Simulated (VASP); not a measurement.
## Si3N4: single point with PBE

The system is Si3N4.

```
N Si
1.0
     7.67797    0.00000    0.00000
    -3.83899    6.64932    0.00000
     0.00000    0.00000    2.93763
N Si
8 6
Direct
  0.34749 0.65559 0.30614
  0.66688 0.31077 0.77493
  0.30934 0.02068 0.26998
  0.30052 0.30769 0.78519
  0.98380 0.26639 0.26926
  0.68549 0.96733 0.77281
  0.72032 0.68672 0.28291
  0.02937 0.69123 0.76075
  0.17826 0.75948 0.26234
  0.39749 0.16166 0.76029
  0.23347 0.38611 0.26795
  0.84564 0.23767 0.77943
  0.61897 0.83464 0.27637
  0.77973 0.60087 0.77711
```

| Item | Value |
| --- | --- |
| Program | VASP 6.6.1 |
| Task | single point |
| Functional | PBE |
| Potentials or basis | VASP PAW PBE potentials, release 64 (N, Si) |
| Cutoff | 520 eV |
| k mesh | 2 × 2 × 5 |
| Occupations | methfessel-paxton, width 0.15 eV |
| Spin | no spin polarisation |

- Pressure: 0.1 GPa
- Largest force: 3.420 eV/Å
- Band gap on the k mesh: 3.49 eV, indirect (least direct gap 3.50 eV)

Forces in eV/Å, atoms in the order of the input:
```
N   -1.392  0.353 -0.709
N   -0.794  2.794 -0.037
N    1.026 -0.598 -0.603
N   -2.050  2.467 -1.186
N   -2.500  0.834  0.630
N   -0.289  1.203  0.405
N    2.193 -2.238 -0.534
N    1.984 -0.012  0.381
Si   1.362 -0.452  0.270
Si   3.020 -1.250  0.779
Si   1.999  2.465  1.160
Si  -0.764 -2.462 -0.657
Si  -2.746 -0.896 -0.119
Si  -1.049 -2.209  0.221
```

Stress tensor (GPa, compression positive):
```
 4.45 -2.29 -0.12
-2.29 -4.42  0.79
-0.12  0.79  0.21
```

Levels at points of the mesh, in eV from the valence-band top:
```tsv
k point	band 28	band 29	band 30	band 31	band 32	band 33	band 34	band 35	band 36	band 37
(0.00, 0.00, 0.00)	-1.62	-1.29	-1.04	-0.43	-0.01	3.49	3.75	3.88	4.16	4.55
(0.50, 0.00, 0.00)	-2.25	-1.55	-1.28	-0.37	0.00	3.69	4.00	4.25	4.33	4.96
(0.00, 0.50, 0.00)	-2.05	-1.84	-1.50	-0.37	0.00	3.77	3.95	4.18	4.33	5.03
(0.50, 0.50, 0.00)	-2.28	-1.70	-1.25	-0.37	0.00	3.82	3.91	4.15	4.44	4.93
```

Wall time 62 s on 1 thread of Intel(R) Xeon(R) Platinum 8559C (Emerald Rapids), on a shared host, peak memory 0.29 GiB.

Caveat: the k points lie up to 0.47 Å⁻¹ apart; forces of over 1 eV/Å act on the atoms, so gaps and moduli don't describe the material at rest. A k mesh can miss the band edges.
